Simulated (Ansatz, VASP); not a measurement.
**Two plane-wave programs on MgO**

Contents of INCAR:

```
SYSTEM = MgO
PREC = Accurate
ENCUT = 520
EDIFF = 1E-6
ISMEAR = 0
SIGMA = 0.05
LREAL = .FALSE.
LASPH = .TRUE.
NELM = 60
ALGO = Normal
ISIF = 2
LWAVE = .FALSE.
LCHARG = .FALSE.
GGA = PE
NBANDS = 16
```

Contents of KPOINTS:

```
regular mesh
0
G
  9 9 6
  0 0 0
```

The input POSCAR:

```
MgO
1.0
    3.6445625691      0.0000000000      0.0000000000
   -1.8222812846      3.1562837705      0.0000000000
    0.0000000000      0.0000000000      3.9426256573
Mg O
2 2
Direct
    0.6750787713      0.3333333333      0.7500000000
    0.3417454380      0.6666666667      0.2500000000
    0.6538873553      0.3333333333      0.2500000000
    0.3205540219      0.6666666667      0.7500000000
```

Input for Ansatz:

```yaml
crystal:
  lattice:
    - [3.6445625691, 0.0, 0.0]
    - [-1.8222812846, 3.1562837705, 0.0]
    - [0.0, 0.0, 3.9426256573]
  atoms:
    - { symbol: Mg, position: [0.6750787713, 0.3333333333, 0.75] }
    - { symbol: Mg, position: [0.341745438, 0.6666666667, 0.25] }
    - { symbol: O, position: [0.6538873553, 0.3333333333, 0.25] }
    - { symbol: O, position: [0.3205540219, 0.6666666667, 0.75] }
basis:
  ecutwfc: 520.0
kpoints:
  mp_grid: { grid: [9, 9, 6] }
hamiltonian:
  xc: pbe
  pseudopotentials: { kind: paw, azcp: { folder: soft_1 } }
scf:
  occupations: { method: gaussian, width: 0.05 }
output:
  forces: true
  stress: true
  eigenvalues: true
```

Change from the starting cell: mode 8 frozen in at -0.045 Å, strain +e along z and -e/2 along x and y -0.0700.

Alike in both runs: task single point; functional PBE; k mesh 9 × 9 × 6; occupations gaussian, width 0.05 eV; no spin polarisation.

|  | VASP | Ansatz |
| --- | --- | --- |
| version | VASP 6.6.1 | Ansatz 0.2.0 |
| potentials or method | VASP PAW PBE potentials, release 64 (Mg, O), cutoff 520 eV | scalar-relativistic, plane waves, PAW |
| valence electrons in the cell | 16 | 32 |

VASP gave:

```
gap on the k mesh at the Fermi level (eV)                     : 3.42
least direct gap on the mesh (eV)                             : 3.42
pressure (GPa)                                                : 3.9
traceless stress, the component that is largest in VASP (GPa) : 13.68
rms of the force components (eV/Å)                            : 0.226
```

What did Ansatz give for the same quantities?

gap on the k mesh at the Fermi level (eV): 3.44; least direct gap on the mesh (eV): 3.44; pressure (GPa): 4.4; traceless stress, the component that is largest in VASP (GPa): 13.66; rms of the force components (eV/Å): 0.224.

Atom by atom the forces differ by 0.002 eV/Å (rms over components). The functional is the same, so the differences come from potentials, cutoffs and numerics. VASP's potentials hold 16 valence electrons a cell and Ansatz's 32, so a difference there can come from the potentials and not from the codes.
